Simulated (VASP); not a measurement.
# Al (Fm-3m) in VASP: further runs

The runs below take Al through single point, relaxation of cell and atoms, with LDA.

Program: VASP 6.6.1. These are calculated values, not measurements. Logs are shortened: lines on timing, memory, paths and dates and some standing lists are left out, and cuts for length are marked.

## (1) The cell of the first run

It takes space group Fm-3m (No. 225, cubic). Conventional cell: a = 3.984 Å, b = 3.984 Å, c = 3.984 Å, α = 90.00°, β = 90.00°, γ = 90.00°. Within 3.7 Å of Al (site symmetry m-3m) lie 12 Al at 2.82 Å.

## (2) Single point, LDA

INCAR

```
ALGO = Normal ; EDIFF = 1E-6
ENCUT = 500 ; GGA_COMPAT = F
ISIF = 2 ; ISMEAR = 0
LASPH = T ; LCHARG = F
LREAL = F ; LWAVE = F
NBANDS = 8 ; NELM = 120
PREC = Accurate ; SIGMA = 0.1
```

KPOINTS

```
k-points
0
Gamma
  18 18 18
```

POSCAR

```
Al
1.0
    0.0000000000      1.9918069714      1.9918069714
    1.9918069714      0.0000000000      1.9918069714
    1.9918069714      1.9918069714      0.0000000000
Al
1
Direct
    0.0000000000      0.0000000000      0.0000000000
```

Potentials or basis: VASP PAW LDA potentials, release 64 (Al).

Started as:

```console
$ cat potpaw_LDA.64/Al/POTCAR > POTCAR
$ mpirun -np 1 vasp_std > vasp.out
```

OUTCAR:

```text
EDIFF = 1E-6
   ENCUT = 500
   ISIF = 2
   ISMEAR = 0
   LASPH = T
   LREAL = F
   NELM = 120
   PREC = Accurate

 ion  position               nearest neighbor table
   1  0.000  0.000  0.000-

  LATTYP: Found a face centered cubic cell.
 ALAT       =     3.9836139428

  Lattice vectors:

 A1 = (   0.0000000000,   1.9918069714,   1.9918069714)
 A2 = (   1.9918069714,   0.0000000000,   1.9918069714)
 A3 = (   1.9918069714,   1.9918069714,   0.0000000000)

Analysis of symmetry for initial positions (statically):
=====================================================================
 Subroutine PRICEL returns:
 Original cell was already a primitive cell.

 Routine SETGRP: Setting up the symmetry group for a
 face centered cubic supercell.

 Subroutine GETGRP returns: Found 48 space group operations
 (whereof 48 operations were pure point group operations)
 out of a pool of 48 trial point group operations.

The static configuration has the point symmetry O_h .

Analysis of symmetry for dynamics (positions and initial velocities):
=====================================================================
 Subroutine PRICEL returns:
 Original cell was already a primitive cell.

 Routine SETGRP: Setting up the symmetry group for a
 face centered cubic supercell.

 Subroutine GETGRP returns: Found 48 space group operations
 (whereof 48 operations were pure point group operations)
 out of a pool of 48 trial point group operations.

The dynamic configuration has the point symmetry O_h .

 Subroutine INISYM returns: Found 48 space group operations
 (whereof 48 operations are pure point group operations),
 and found     1 'primitive' translations

----------------------------------------------------------------------------------------

                                     Primitive cell

  volume of cell :      15.8042

  direct lattice vectors                    reciprocal lattice vectors
     0.000000000  1.991806971  1.991806971    -0.251028341  0.251028341  0.251028341
     1.991806971  0.000000000  1.991806971     0.251028341 -0.251028341  0.251028341
     1.991806971  1.991806971  0.000000000     0.251028341  0.251028341 -0.251028341

  length of vectors
     2.816840433  2.816840433  2.816840433     0.434793841  0.434793841  0.434793841

  position of ions in fractional coordinates (direct lattice)
     0.000000000  0.000000000  0.000000000

  ion indices of the primitive-cell ions
   primitive index   ion index
                 1           1

----------------------------------------------------------------------------------------

 KPOINTS: k-points

Automatic generation of k-mesh.
 Grid dimensions read from file:
 generate k-points for:   18   18   18

 Generating k-lattice:

  Cartesian coordinates                     Fractional coordinates (reciprocal lattice)
    -0.013946019  0.013946019  0.013946019     0.055555556  0.000000000  0.000000000
     0.013946019 -0.013946019  0.013946019     0.000000000  0.055555556  0.000000000
     0.013946019  0.013946019 -0.013946019     0.000000000  0.000000000  0.055555556

  Length of vectors
     0.024155213  0.024155213  0.024155213

  Shift w.r.t. Gamma in fractional coordinates (k-lattice)
     0.000000000  0.000000000  0.000000000

 Subroutine IBZKPT returns following result:
 ===========================================

 Found    195 irreducible k-points:

 Following reciprocal coordinates:
            Coordinates               Weight
  0.000000  0.000000  0.000000      1.000000
  0.055556  0.000000  0.000000      8.000000
  0.111111  0.000000  0.000000      8.000000
  0.166667  0.000000  0.000000      8.000000
  0.222222  0.000000  0.000000      8.000000
  0.277778  0.000000  0.000000      8.000000
[... 16 lines left out ...]
 -0.277778  0.055556  0.000000     24.000000
 -0.222222  0.055556  0.000000     24.000000
 [... further k-points ...]
   k-points           NKPTS =    195   k-points in BZ     NKDIM =    195   number of bands    NBANDS=      8
   number of dos      NEDOS =    301   number of ions     NIONS =      1
   total plane-waves  NPLWV =  13824
   dimension x,y,z NGX =    24 NGY =   24 NGZ =   24
   dimension x,y,z NGXF=    48 NGYF=   48 NGZF=   48
   ions per type =               1
   NGX,Y,Z   is equivalent  to a cutoff of  14.16, 14.16, 14.16 a.u.
   NGXF,Y,Z  is equivalent  to a cutoff of  28.33, 28.33, 28.33 a.u.
 SYSTEM =  unknown system
   PREC   = accura    normal or accurate (medium, high low for compatibility)
   ISTART =      0    job   : 0-new  1-cont  2-samecut
   ICHARG =      2    charge: 1-file 2-atom 10-const
   ISPIN  =      1    spin polarized calculation?
   LNONCOLLINEAR =      F non collinear calculations
   LSORBIT =      F    spin-orbit coupling
   LASPH  =      T    aspherical Exc in radial PAW
   ENCUT  =  500.0 eV  36.75 Ry    6.06 a.u.   5.14  5.14  5.14*2*pi/ulx,y,z
   NELM   =    120;   NELMIN=  2; NELMDL= -5     # of ELM steps
   EDIFF  = 0.1E-05   stopping-criterion for ELM
   LREAL  =      F    real-space projection
   EDIFFG = 0.1E-04   stopping-criterion for IOM
   NSW    =      0    number of steps for IOM
   IBRION =     -1    ionic relax: 0-MD 1-quasi-New 2-CG
   NFREE  =      0    steps in history (QN), initial steepest desc. (CG)
   ISIF   =      2    stress and relaxation
   ISYM   =      2    0-nonsym 1-usesym 2-fastsym
   POTIM  = 0.5000    time-step for ionic-motion
   TEBEG  =    0.0;   TEEND  =   0.0 temperature during run
   PSTRESS=    0.0 pullay stress
   NELECT =       3.0000    total number of electrons
   NUPDOWN=      -1.0000    fix difference up-down
   EMIN   =  10.00;   EMAX   =-10.00  energy-range for DOS
   EFERMI =   0.00;   METHOD = LEGACY
   ISMEAR =     0;   SIGMA  =   0.10  broadening in eV -4-tet -1-fermi 0-gaus
   EFERMI_NEDOS =   21; number of points for ismear=-14 and -15
   IALGO  =     38    algorithm
   IMIX   =      4    mixing-type and parameters
     AMIX     =   0.40;   BMIX     =  1.00
     AMIX_MAG =   1.60;   BMIX_MAG =  1.00
  volume/ion in A,a.u.               =      15.80       106.65
  Fermi-wavevector in a.u.,A,eV,Ry     =   0.940859  1.777966 12.044097  0.885216
  Thomas-Fermi vector in A             =   2.068313
   LORBIT       =      0    0 simple, 1 ext, 2 COOP (PROOUT), +10 PAW based schemes
   GGA     = CA    functional components
   LHFCALC =     F    Hartree Fock is set to
   AEXX    =    0.0000 exact exchange contribution
   IVDW    =     0    specifies the selected vdW correction
   LEPSILON=     F    determine dielectric tensor
   LRPA    =     F    only Hartree local field effects (RPA)
 non-spin polarized calculation
 Gauss-broadening in eV      SIGMA  =   0.10
  energy-cutoff  :      500.00
  volume of cell :       15.80
 maximum number of plane-waves:       412
 NGX is ok and might be reduce to    24
   NGX = 11   NGY = 11   NGZ = 11

 number of electron       3.0000000 magnetization

 Free energy of the ion-electron system (eV)
  ---------------------------------------------------
  ext. energy  EPLUGINS =         0.00000000
  ---------------------------------------------------
  free energy    TOTEN  =        -4.19015856 eV

  energy without entropy =       -4.18717057  energy(sigma->0) =       -4.18866456

 E-fermi :   8.2372     XC(G=0): -10.5040

 val. band max:        8.2190348250   @ k =  -0.2778   0.2778   0.0556
 cond. band min:       8.2441168962   @ k =  -0.4444   0.3333   0.1111
 fundamental gap:      0.0250820712
 Fermi energy:         8.2371565222

 k-point     1 :       0.0000    0.0000    0.0000
  band No.  band energies     occupation
      1      -3.1544      2.00000
      2      21.0521      0.00000
      3      21.0521      0.00000
      4      21.0521      0.00000
      5      22.7073      0.00000
      6      22.7073      0.00000
      7      22.7073      0.00000
      8      25.1744      0.00000

 k-point     2 :       0.0556    0.0000    0.0000
  band No.  band energies     occupation
      1      -3.0683      2.00000
      2      19.5491      0.00000
      3      20.7581      0.00000
      4      20.7581      0.00000
      5      23.1343      0.00000
      6      23.1343      0.00000
      7      23.2791      0.00000
      8      26.0514      0.00000

 k-point     3 :       0.1111    0.0000    0.0000
  band No.  band energies     occupation
      1      -2.8102      2.00000
      2      17.2972      0.00000
      3      20.2573      0.00000
      4      20.2573      0.00000
      5      23.3630      0.00000
      6      24.0033      0.00000
      7      24.0033      0.00000
      8      26.4597      0.00000

 k-point     4 :       0.1667    0.0000    0.0000
  band No.  band energies     occupation
      1      -2.3812      2.00000
      2      15.0207      0.00000
      3      19.8141      0.00000
      4      19.8141      0.00000
      5      23.2080      0.00000
      6      24.5946      0.00000
      7      24.5946      0.00000
      8      25.8299      0.00000

 k-point     5 :       0.2222    0.0000    0.0000
  band No.  band energies     occupation
      1      -1.7829      2.00000
      2      12.8180      0.00000
      3      19.4868      0.00000
      4      19.4868      0.00000
      5      23.0401      0.00000
      6      23.7922      0.00000
      7      23.7922      0.00000
      8      26.8001      0.00000

 k-point     6 :       0.2778    0.0000    0.0000
  band No.  band energies     occupation
      1      -1.0176      2.00000
      2      10.7226      0.00000
      3      19.2915      0.00000
      4      19.2915      0.00000
      5      22.7840      0.00000
      6      22.7840      0.00000
      7      22.9431      0.00000
      8      26.9990      0.00000

 k-point     7 :       0.3333    0.0000    0.0000
  band No.  band energies     occupation
      1      -0.0880      2.00000
      2       8.7510      0.00000
      3      19.2340      0.00000
      4      19.2340      0.00000
      5      21.8661      0.00000
      6      21.8661      0.00000
      7      22.9592      0.00000
      8      26.0437      0.00000

 k-point     8 :       0.3889    0.0000    0.0000
  band No.  band energies     occupation
      1       1.0024      2.00000
      2       6.9132      2.00000
      3      19.3169      0.00000
      4      19.3169      0.00000
      5      21.0755      0.00000
      6      21.0755      0.00000
      7      23.1104      0.00000
      8      25.1893      0.00000

 k-point     9 :       0.4444    0.0000    0.0000
  band No.  band energies     occupation
      1       2.2487      2.00000
      2       5.2175      2.00000
      3      19.5416      0.00000
      4      19.5416      0.00000
      5      20.4232      0.00000
      6      20.4232      0.00000
      7      23.4063      0.00000
      8      24.4597      0.00000

 k-point    10 :       0.5000    0.0000    0.0000
  band No.  band energies     occupation
      1       3.5237      2.00000
      2       3.7925      2.00000
      3      19.8786      0.00000
      4      19.8786      0.00000
      5      19.9433      0.00000
      6      19.9433      0.00000
      7      23.7845      0.00000
      8      23.9351      0.00000
[... 78 lines left out ...]
 k-point    18 :       0.4444    0.0556    0.0000
  band No.  band energies     occupation
      1       1.8900      2.00000
      2       5.8375      2.00000
      3      18.3404      0.00000
      4      18.9389      0.00000
      5      19.7997      0.00000
      6      21.8634      0.00000
      7      24.2364      0.00000
      8      25.2874      0.00000

 k-point    19 :       0.5000    0.0556    0.0000
  band No.  band energies     occupation
      1       3.2278      2.00000
      2       4.2502      2.00000
      3      18.3732      0.00000
      4      18.6609      0.00000
      5      20.1310      0.00000
      6      21.3080      0.00000
      7      24.5657      0.00000
      8      24.7158      0.00000

 k-point    20 :      -0.4444    0.0556    0.0000
  band No.  band energies     occupation
      1       2.7694      2.00000
      2       4.7584      2.00000
      3      17.9506      0.00000
      4      19.1260      0.00000
      5      20.6105      0.00000
      6      20.8928      0.00000
      7      24.1648      0.00000
      8      25.1531      0.00000

 k-point    21 :      -0.3889    0.0556    0.0000
  band No.  band energies     occupation
      1       1.4748      2.00000
      2       6.4020      2.00000
      3      17.6745      0.00000
      4      19.7350      0.00000
      5      20.6191      0.00000
      6      21.2329      0.00000
      7      23.8248      0.00000
      8      25.8069      0.00000

 k-point    22 :      -0.3333    0.0556    0.0000
  band No.  band energies     occupation
      1       0.3324      2.00000
      2       8.1912      1.48433
      3      17.5454      0.00000
      4      20.4477      0.00000
      5      20.5246      0.00000
      6      21.9924      0.00000
      7      23.6272      0.00000
      8      26.5740      0.00000

 k-point    23 :      -0.2778    0.0556    0.0000
  band No.  band energies     occupation
      1      -0.6506      2.00000
      2      10.1155      0.00000
      3      17.5631      0.00000
      4      20.4846      0.00000
      5      21.3811      0.00000
      6      22.8727      0.00000
      7      23.5716      0.00000
      8      27.3788      0.00000

 k-point    24 :      -0.2222    0.0556    0.0000
  band No.  band energies     occupation
      1      -1.4706      2.00000
      2      12.1645      0.00000
      3      17.7271      0.00000
      4      20.6209      0.00000
      5      22.3903      0.00000
      6      23.5550      0.00000
      7      23.9362      0.00000
      8      26.1648      0.00000

 [... further k-points ...]
[... 5 lines left out ...]
  --------------------------------------------------------------------------------------
  -------------------------------------------------------------------------------------
  Total        0.0069076      0.0069076      0.0069076      0.0000000      0.0000000      0.0000000
  in kB        0.7002726      0.7002726      0.7002726      0.0000000      0.0000000      0.0000000
  external PRESSURE =       0.7002726 kB  Pullay stress =       0.0000000 kB

 VOLUME and BASIS-vectors are now :
 -----------------------------------------------------------------------------
  energy-cutoff  :      500.00
  volume of cell :       15.80
      direct lattice vectors                 reciprocal lattice vectors
     0.000000000  1.991806971  1.991806971    -0.251028341  0.251028341  0.251028341
     1.991806971  0.000000000  1.991806971     0.251028341 -0.251028341  0.251028341
     1.991806971  1.991806971  0.000000000     0.251028341  0.251028341 -0.251028341

 POSITION                                       TOTAL-FORCE (eV/Angst)
 -----------------------------------------------------------------------------------
      0.00000      0.00000      0.00000        -0.000000      0.000000      0.000000
 -----------------------------------------------------------------------------------
    total drift:                               -0.000000     -0.000000     -0.000000

  FREE ENERGIE OF THE ION-ELECTRON SYSTEM (eV)
  ---------------------------------------------------
  free  energy   TOTEN  =        -4.1901585646 eV

  energy  without entropy=       -4.1871705653  energy(sigma->0) =       -4.18866456
```

It took 9 s on 1 thread of Intel Xeon Platinum 8488C (Sapphire Rapids), shared host; peak memory 0.13 GiB.

What came out:

| Property | Result |
| --- | --- |
| Free energy | -4.1902 eV |
| Pressure | 0.1 GPa |

## (3) Relaxation of cell and atoms, LDA

This run uses another cell than the first one, of 16.50 Å³/atom, 1.044 times its volume.

INCAR

```
  ALGO = Normal
  EDIFF = 1E-7
  EDIFFG = -0.005
  ENCUT = 500
  GGA = CA
  GGA_COMPAT = F
  IBRION = 2
  ISIF = 3
  ISMEAR = 0
  LASPH = T
  LCHARG = F
  LREAL = F
  LWAVE = F
  NELM = 120
  NELMIN = 4
  NSW = 70
  PREC = Accurate
  SIGMA = 0.1
```

KPOINTS is that of step 2.

POSCAR

```
Al
1.0
    0.0000000000      2.0207284191      2.0207284191
    2.0207284191      0.0000000000      2.0207284191
    2.0207284191      2.0207284191      0.0000000000
Al
1
Direct
    0.0000000000      0.0000000000      0.0000000000
```

Potentials or basis: VASP PAW LDA potentials, release 64 (Al).

Started as:

```console
$ cat potpaw_LDA.64/Al/POTCAR > POTCAR
$ mpirun -np 1 vasp_std > vasp.out
```

Run time: 13 s. Hardware: 1 thread of Intel Xeon Platinum 8488C (Sapphire Rapids), shared host; peak memory 0.13 GiB.

Results (log left out):

```yaml
Free_energy: -4.1902 eV
Relaxed_volume: 15.82 Å³/atom
Relaxed_cell: a = 2.818 Å, b = 2.818 Å, c = 2.818 Å, α = 60.00°, β = 60.00°, γ = 60.00°
Space_group_after_relaxing_to_0.05_Å: Fm-3m (No. 225)
Energy_gained_by_relaxing: 7.1 meV/atom
Ionic_steps: 3
Pressure_after_relaxing: 0.0 GPa
```

Step by step:
```tsv
step	energy change (eV)	largest force (eV/Å)	pressure (GPa)	volume (Å³)
1	0.0000	0.0000	-3.19	16.50
2	-0.0069	0.0000	0.46	15.73
3	-0.0071	0.0000	0.00	15.82
```

Final structure:
```
Al
1.0
     0.00000    1.99235    1.99235
     1.99235    0.00000    1.99235
     1.99235    1.99235    0.00000
Al
1
Direct
  0.00000 0.00000 0.00000
```

Levels at points of the mesh, in eV from the Fermi level:
| k point | band 1 | band 2 | band 3 | band 4 | band 5 |
| --- | --- | --- | --- | --- | --- |
| (0.00, 0.00, 0.00) | -11.39 | 12.81 | 12.81 | 12.81 | 14.46 |
| (0.50, 0.00, 0.00) | -4.71 | -4.44 | 11.64 | 11.64 | 11.70 |
| (0.50, 0.50, 0.00) | -2.99 | -1.61 | 5.31 | 5.74 | 5.74 |
